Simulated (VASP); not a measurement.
Runs of VASP 6.6.1 on C. The structure is that of space group R32 (No. 155), or close to it. The cells are those of the table. 

```csv
task,spin,cell,k mesh,cutoff (eV),gap on the mesh (eV),pressure (GPa),moment (μB),largest force (eV/Å)
single point,off,"a = 2.715 Å, angles 99.1°, 3 atoms",6 × 6 × 6,520,none,0.7,-,0.05
single point,"collinear, ferromagnetic start","a = 2.715 Å, angles 99.1°, 3 atoms",6 × 6 × 6,520,none,0.7,0.00,0.05
relaxation of cell and atoms,off,"relaxed from a = 2.656 Å, angles 97.6°, 3 atoms",6 × 6 × 6,600,none,0.1,-,0.01
single point,off,"a = 2.715 Å, angles 99.2°, 3 atoms",18 × 18 × 18,520,none,0.6,-,0.05
single point,"collinear, ferromagnetic start","a = 2.656 Å, angles 97.6°, 3 atoms",6 × 6 × 6,520,none,(a),0.00,1.04
```

Alike in all rows: level PBE; potentials or basis VASP PAW PBE potentials, release 64 (C); smearing gaussian 0.1 eV.

Fill in the values left out.

(a) 19.8.

Caveats: some runs use coarse meshes; forces of over 1 eV/Å act on the atoms, so gaps and moduli don't describe the material at rest (some runs).

A gap of «none» marks levels without a gap at the run's occupations.
